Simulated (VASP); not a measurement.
# BN in VASP: single point with PBEsol

Aim: the single point of BN with PBEsol.

Everything below comes from runs of VASP 6.6.1. Logs are shortened: lines on timing, memory, paths and dates and some standing lists are left out, and cuts for length are marked.

**1. The cell of the first run**

The cell holds an amorphous packing of atoms, 64 atoms: a = 7.861 Å, b = 7.861 Å, c = 7.861 Å, α = 90.00°, β = 90.00°, γ = 90.00°.

**2. Single point, PBEsol**

Contents of INCAR:

```
PREC = Accurate ; ENCUT = 520
EDIFF = 1E-7 ; ISMEAR = -1
SIGMA = 0.05 ; LREAL = Auto
LASPH = True ; NELM = 80
ALGO = Normal ; ISIF = 2
LWAVE = False ; LCHARG = True
GGA = PS ; LELF = True
LVHAR = True ; NBANDS = 166
```

Contents of KPOINTS:

```
Automatic mesh
0
Gamma
  1 1 1
```

Contents of POSCAR:

```
BN
1.0
    7.8606340000      0.0000000000      0.0000000000
    0.0000000000      7.8606340000      0.0000000000
    0.0000000000      0.0000000000      7.8606340000
B N
32 32
Direct
    0.9417340000      0.9792890000      0.9161930000
    0.7736440000      0.1774180000      0.7061860000
    0.2097690000      0.9416140000      0.0802670000
    0.2950290000      0.3109760000      0.5124920000
    0.1643510000      0.0436010000      0.3674290000
    0.0760090000      0.0318020000      0.6222380000
    0.4141980000      0.7096320000      0.0449440000
    0.1696150000      0.2248300000      0.9394510000
    0.8984800000      0.8385370000      0.3249580000
    0.0523990000      0.6912830000      0.9932370000
    0.5779980000      0.9327110000      0.8339440000
    0.8375470000      0.8284260000      0.7301010000
    0.6952870000      0.1855510000      0.9859140000
    0.9739380000      0.4110430000      0.6940800000
    0.4080960000      0.5071550000      0.7912630000
    0.9312540000      0.4015450000      0.9539080000
    0.8782410000      0.4621370000      0.1941640000
    0.6364520000      0.4915860000      0.0309370000
    0.9579040000      0.7393850000      0.5853120000
    0.3955440000      0.5125690000      0.3535190000
    0.6221300000      0.6622020000      0.3041590000
    0.3861110000      0.8514540000      0.3214970000
    0.7084110000      0.2362730000      0.2826790000
    0.5013190000      0.7221890000      0.5994940000
    0.0830350000      0.5674610000      0.4527730000
    0.6608780000      0.4143590000      0.5326010000
    0.6559520000      0.9577440000      0.1267680000
    0.1954350000      0.7045260000      0.6723360000
    0.4122630000      0.1790640000      0.1753210000
    0.4450140000      0.2286680000      0.8301890000
    0.9460920000      0.1133620000      0.1678710000
    0.6207430000      0.8993160000      0.4900780000
    0.4784680000      0.5448000000      0.9580630000
    0.8856000000      0.2806490000      0.2510650000
    0.9993020000      0.9842690000      0.3012480000
    0.1192690000      0.8556000000      0.6046100000
    0.5965800000      0.1476640000      0.1550970000
    0.1780780000      0.1512400000      0.5157320000
    0.9304390000      0.7921190000      0.8992400000
    0.3616930000      0.6639480000      0.7075180000
    0.3928170000      0.3458270000      0.6967080000
    0.2286850000      0.4747460000      0.4184350000
    0.6100630000      0.1244330000      0.8123050000
    0.4327890000      0.6858590000      0.2418950000
    0.7521090000      0.3633900000      0.9570280000
    0.8075340000      0.3480080000      0.6307920000
    0.7088530000      0.5474790000      0.1879360000
    0.6011420000      0.2788270000      0.4197140000
    0.4334200000      0.3088240000      0.3527650000
    0.0522270000      0.3205920000      0.8340810000
    0.3490470000      0.2250830000      0.9887170000
    0.4445810000      0.8792770000      0.4871180000
    0.0068280000      0.5222260000      0.0688980000
    0.9045810000      0.0429990000      0.7208400000
    0.9591520000      0.6818960000      0.3927700000
    0.0900190000      0.0717740000      0.0151490000
    0.0485480000      0.5750950000      0.6461870000
    0.2230500000      0.7722740000      0.0235680000
    0.3066790000      0.0065730000      0.2350260000
    0.5402470000      0.8663170000      0.9991890000
    0.5738770000      0.5776080000      0.4827100000
    0.8129340000      0.0414760000      0.0413520000
    0.6480930000      0.8412070000      0.6806170000
    0.7075100000      0.8548910000      0.3162640000
```

Potentials or basis: VASP PAW PBE potentials, release 64 (B, N).

Run with:

```bash
> cat potpaw_PBE.64/B/POTCAR potpaw_PBE.64/N/POTCAR > POTCAR
> mpirun -np 1 vasp_gam > vasp.out
```

OUTCAR:

```text
PREC = Accurate
   ENCUT = 520
   EDIFF = 1E-7
   ISMEAR = -1
   LREAL = Auto
   LASPH = True
   NELM = 80
   ISIF = 2
   GGA = PS

 ion  position               nearest neighbor table
   1  0.942  0.979  0.916-  39 1.48  62 1.49  56 1.58  54 1.64  12 2.05
   2  0.774  0.177  0.706-  54 1.48  46 1.49  43 1.59
   3  0.210  0.942  0.080-  58 1.41  56 1.48  59 1.52
   4  0.295  0.311  0.512-  38 1.56  42 1.57  49 1.66  41 1.66  20 2.17
   5  0.164  0.044  0.367-  38 1.44  35 1.47  59 1.56   6 2.12
   6  0.076  0.032  0.622-  36 1.43  38 1.49  54 1.56   5 2.12
   7  0.414  0.710  0.045-  33 1.55  44 1.57  58 1.59  60 1.62
   8  0.170  0.225  0.939-  50 1.45  51 1.46  56 1.48
   9  0.898  0.839  0.325-  35 1.41  55 1.42  64 1.51
  10  0.052  0.691  0.993-  39 1.45  53 1.50  58 1.50
  11  0.578  0.933  0.834-  60 1.43  63 1.51  43 1.54
  12  0.838  0.828  0.730-  63 1.54  39 1.54  19 1.64  54 1.77   1 2.05
  13  0.695  0.186  0.986-  45 1.49  62 1.53  37 1.57  43 1.59  27 2.13
  14  0.974  0.411  0.694-  50 1.45  57 1.47  46 1.48  16 2.07
  15  0.408  0.507  0.791-  40 1.44  33 1.45  41 1.47
  16  0.931  0.402  0.954-  53 1.44  45 1.44  50 1.48  17 1.99  14 2.07
  17  0.878  0.462  0.194-  53 1.49  47 1.49  34 1.50  16 1.99
  18  0.636  0.492  0.031-  47 1.43  33 1.43  45 1.48
  19  0.958  0.739  0.585-  57 1.55  36 1.57  55 1.58  12 1.64  25 1.97  28 2.01
  20  0.396  0.513  0.354-  42 1.44  49 1.63  44 1.65  61 1.80   4 2.17  21 2.17
  21  0.622  0.662  0.304-  47 1.45  44 1.58  61 1.60  64 1.66  20 2.17
  22  0.386  0.851  0.321-  52 1.40  44 1.49  59 1.53
  23  0.708  0.236  0.283-  48 1.41  34 1.46  37 1.50
  24  0.501  0.722  0.599-  40 1.46  61 1.57  52 1.58  63 1.62  32 1.89
  25  0.083  0.567  0.453-  42 1.38  55 1.41  57 1.55  19 1.97
  26  0.661  0.414  0.533-  48 1.46  46 1.48  61 1.51
  27  0.656  0.958  0.127-  60 1.53  62 1.55  37 1.58  64 1.74  13 2.13
  28  0.195  0.705  0.672-  40 1.37  36 1.43  57 1.55  19 2.01
  29  0.412  0.179  0.175-  37 1.48  51 1.59  59 1.66  49 1.74
  30  0.445  0.229  0.830-  41 1.46  51 1.46  43 1.54
  31  0.946  0.113  0.168-  35 1.52  34 1.54  62 1.55  56 1.68
  32  0.621  0.899  0.490-  52 1.39  64 1.57  63 1.58  24 1.89
  33  0.478  0.545  0.958-  18 1.43  15 1.45   7 1.55
  34  0.886  0.281  0.251-  23 1.46  17 1.50  31 1.54
  35  0.999  0.984  0.301-   9 1.41   5 1.47  31 1.52
  36  0.119  0.856  0.605-  28 1.43   6 1.43  19 1.57
  37  0.597  0.148  0.155-  29 1.48  23 1.50  13 1.57  27 1.58
[... 13 lines left out ...]
  51  0.349  0.225  0.989-  30 1.46   8 1.46  29 1.59
  52  0.445  0.879  0.487-  32 1.39  22 1.40  24 1.58
  53  0.007  0.522  0.069-  16 1.44  17 1.49  10 1.50
  54  0.905  0.043  0.721-   2 1.48   6 1.56   1 1.64  12 1.77
  55  0.959  0.682  0.393-  25 1.41   9 1.42  19 1.58
  56  0.090  0.072  0.015-   8 1.48   3 1.48   1 1.58  31 1.68
  57  0.049  0.575  0.646-  14 1.47  25 1.55  19 1.55  28 1.55
  58  0.223  0.772  0.024-   3 1.41  10 1.50   7 1.59
  59  0.307  0.007  0.235-   3 1.52  22 1.53   5 1.56  29 1.66
  60  0.540  0.866  0.999-  11 1.43  27 1.53   7 1.62
  61  0.574  0.578  0.483-  26 1.51  24 1.57  21 1.60  20 1.80
[... 253 lines left out ...]
   EFERMI =   0.00;   METHOD = LEGACY
   ISMEAR =    -1;   SIGMA  =   0.05  broadening in eV -4-tet -1-fermi 0-gaus
   EFERMI_NEDOS =   21; number of points for ismear=-14 and -15
   IALGO  =     38    algorithm
   IMIX   =      4    mixing-type and parameters
     AMIX     =   0.40;   BMIX     =  1.00
     AMIX_MAG =   1.60;   BMIX_MAG =  1.00
  volume/ion in A,a.u.               =       7.59        51.21
  Fermi-wavevector in a.u.,A,eV,Ry     =   1.322403  2.498980 23.793193  1.748750
  Thomas-Fermi vector in A             =   2.452087
   LORBIT       =      0    0 simple, 1 ext, 2 COOP (PROOUT), +10 PAW based schemes
   GGA     = PS    functional components
   LHFCALC =     F    Hartree Fock is set to
   AEXX    =    0.0000 exact exchange contribution
   IVDW    =     0    specifies the selected vdW correction
   LEPSILON=     F    determine dielectric tensor
   LRPA    =     F    only Hartree local field effects (RPA)
 non-spin polarized calculation
  energy-cutoff  :      520.00
  volume of cell :      485.71
 maximum number of plane-waves:      6567
 NGX is ok and might be reduce to    60
   NGX = 29   NGY = 29   NGZ = 29

 number of electron     255.9999992 magnetization

 Free energy of the ion-electron system (eV)
  ---------------------------------------------------
  ext. energy  EPLUGINS =         0.00000000
  ---------------------------------------------------
  free energy    TOTEN  =      -543.94845902 eV

  energy without entropy =     -543.94845894  energy(sigma->0) =     -543.94845898

 E-fermi :   5.9093     XC(G=0): -11.3857

 val. band max:        5.0197853526   @ k =   0.0000   0.0000   0.0000
 cond. band min:       6.7958584507   @ k =   0.0000   0.0000   0.0000
 fundamental gap:      1.7760730981
 Fermi energy:         5.9093351891

 k-point     1 :       0.0000    0.0000    0.0000
  band No.  band energies     occupation
      1     -15.5528      2.00000
      2     -14.8310      2.00000
      3     -14.4944      2.00000
      4     -14.2363      2.00000
      5     -13.7486      2.00000
      6     -13.3770      2.00000
[... 132 lines left out ...]
    139       9.3705      0.00000
    140       9.4016      0.00000
 [bands above 140 left out]

------------------------ aborting loop because EDIFF is reached ----------------------------------------

  FORCE on cell =-STRESS in cart. coord.  units (eV):
  Direction    XX          YY          ZZ          XY          YZ          ZX
  --------------------------------------------------------------------------------------
  -------------------------------------------------------------------------------------
  Total       17.5062752     -6.0573766      2.6735446    -12.2934782     13.2183283     -8.1244039
  in kB       57.7472898    -19.9812396      8.8191208    -40.5520329     43.6028011    -26.7996646
  external PRESSURE =      15.5283903 kB  Pullay stress =       0.0000000 kB

 VOLUME and BASIS-vectors are now :
 -----------------------------------------------------------------------------
  energy-cutoff  :      520.00
  volume of cell :      485.71
      direct lattice vectors                 reciprocal lattice vectors
     7.860634000  0.000000000  0.000000000     0.127216202  0.000000000  0.000000000
     0.000000000  7.860634000  0.000000000     0.000000000  0.127216202  0.000000000
     0.000000000  0.000000000  7.860634000     0.000000000  0.000000000  0.127216202

 POSITION                                       TOTAL-FORCE (eV/Angst)
 -----------------------------------------------------------------------------------
      7.40263      7.69783      7.20186         0.018923      0.021690     -0.013466
      6.08133      1.39462      5.55107        -0.024200      0.002695     -0.012231
      1.64892      7.40168      0.63095         0.005393      0.009661      0.001207
      2.31911      2.44447      4.02851        -0.003668     -0.017093      0.008604
      1.29190      0.34273      2.88822         0.000685     -0.002119     -0.007383
      0.59748      0.24998      4.89119         0.007563      0.018100      0.011708
[... 56 lines left out ...]
      5.09442      6.61242      5.35008         0.020769     -0.012248     -0.005625
      5.56148      6.71999      2.48604        -0.018292      0.007645     -0.021312
 -----------------------------------------------------------------------------------
    total drift:                               -0.008865      0.002551      0.002321

  FREE ENERGIE OF THE ION-ELECTRON SYSTEM (eV)
  ---------------------------------------------------
  free  energy   TOTEN  =      -543.9484590179 eV

  energy  without entropy=     -543.9484589427  energy(sigma->0) =     -543.94845898
```

Wall time 1.8 min (1 thread of AMD EPYC 9R45 (Zen 5), shared host); peak memory 0.45 GiB.

What came out:

| Quantity | Value |
| --- | --- |
| Free energy | -543.9485 eV |
| Pressure | 1.6 GPa |
| Largest force | 0.087 eV/Å |
| Band gap on the k mesh | 1.78 eV |

Forces on the atoms (eV/Å):
```
B    0.019  0.022 -0.013
B   -0.024  0.003 -0.012
B    0.005  0.010  0.001
B   -0.004 -0.017  0.009
B    0.001 -0.002 -0.007
B    0.008  0.018  0.012
B   -0.008  0.010 -0.014
B   -0.003  0.021 -0.012
B    0.014 -0.022 -0.006
B    0.006 -0.016  0.001
B   -0.005 -0.008 -0.016
B   -0.021 -0.002 -0.005
B   -0.016  0.008 -0.020
B    0.009  0.006 -0.021
B   -0.002  0.004  0.004
B   -0.002 -0.004  0.000
B    0.026  0.010  0.048
B   -0.020 -0.002  0.000
B   -0.060  0.005  0.014
B    0.020  0.007 -0.021
B    0.024  0.012  0.008
B   -0.041  0.011 -0.015
B    0.033 -0.017  0.030
B    0.013 -0.002  0.021
B    0.016 -0.033 -0.058
B    0.004  0.005  0.024
B    0.004 -0.035  0.047
B    0.009  0.004  0.006
B   -0.035  0.010  0.029
B    0.013 -0.024 -0.008
B    0.011  0.019  0.006
B    0.059  0.047 -0.002
N    0.010  0.002 -0.002
N    0.013  0.011  0.000
N    0.004 -0.016  0.014
N    0.011  0.018  0.007
N   -0.010  0.011  0.009
N    0.020  0.037  0.008
N    0.006 -0.041  0.003
N   -0.019 -0.001 -0.004
N   -0.015  0.004 -0.033
N   -0.031  0.026  0.023
N   -0.002  0.001 -0.009
N   -0.013 -0.012 -0.006
N   -0.002 -0.002 -0.018
N    0.007  0.015 -0.006
N   -0.004  0.006  0.007
N    0.054 -0.027  0.020
N   -0.075 -0.008 -0.042
N    0.028 -0.022 -0.007
N    0.006 -0.002  0.021
N   -0.061 -0.001  0.009
N    0.026  0.030 -0.001
N   -0.002 -0.010 -0.002
N    0.002 -0.005 -0.035
N   -0.008 -0.003 -0.002
N   -0.013 -0.027  0.051
N    0.010 -0.017 -0.003
N    0.021  0.020 -0.013
N   -0.018 -0.027 -0.004
N    0.004  0.012  0.013
N    0.000 -0.011 -0.001
N    0.021 -0.012 -0.006
N   -0.018  0.008 -0.021
```

Caveat: the k points lie up to 0.80 Å⁻¹ apart; the PAW data sets were made with another functional, which shifts forces and pressure a little.
